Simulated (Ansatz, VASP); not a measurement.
Two plane-wave programs on Li2Si2Au3

```xyz
7
Lattice="4.3063 0.0000 0.0000 0.0000 4.3063 0.0000 0.0000 0.0000 6.2038" Properties=species:S:1:pos:R:3 pbc="T T T"
Li    2.1531    0.0000    4.7864
Li    0.0000    2.1531    1.4174
Si    0.0000    2.1531    4.6868
Si    2.1531    0.0000    1.5170
Au    2.1531    2.1531    3.1019
Au    2.1531    2.1531    0.0000
Au    0.0000    0.0000    3.1019
```

Alike in both runs: functional PBE; k mesh 8 × 8 × 6; occupations gaussian, width 0.1 eV; no spin polarisation.

Ansatz relaxed the structure, and its values are those at the end. VASP's run is a single point on that final structure, the one shown.

|  | VASP | Ansatz |
| --- | --- | --- |
| version | VASP 6.6.1 | Ansatz 0.2.0 |
| potentials or method | VASP PAW PBE potentials, release 64 (Li_sv, Si, Au), cutoff 520 eV | scalar-relativistic, plane waves, PAW |
| valence electrons in the cell | 47 | 71 |

|  | VASP | Ansatz | Ansatz less VASP |
| --- | --- | --- | --- |
| gap on the k mesh at the Fermi level (eV) | none | none | - |
| rms of the force components (eV/Å) | 0.004 | 0.001 | -0.0032 |

A gap of «none» marks a metal or a gap that the smearing closes. VASP's potentials hold 47 valence electrons a cell and Ansatz's 71, so a difference there can come from the potentials and not from the codes.

Neither program's run includes spin-orbit coupling. Noted on VASP's run: the cutoff is short for stress, so the pressure is rough.
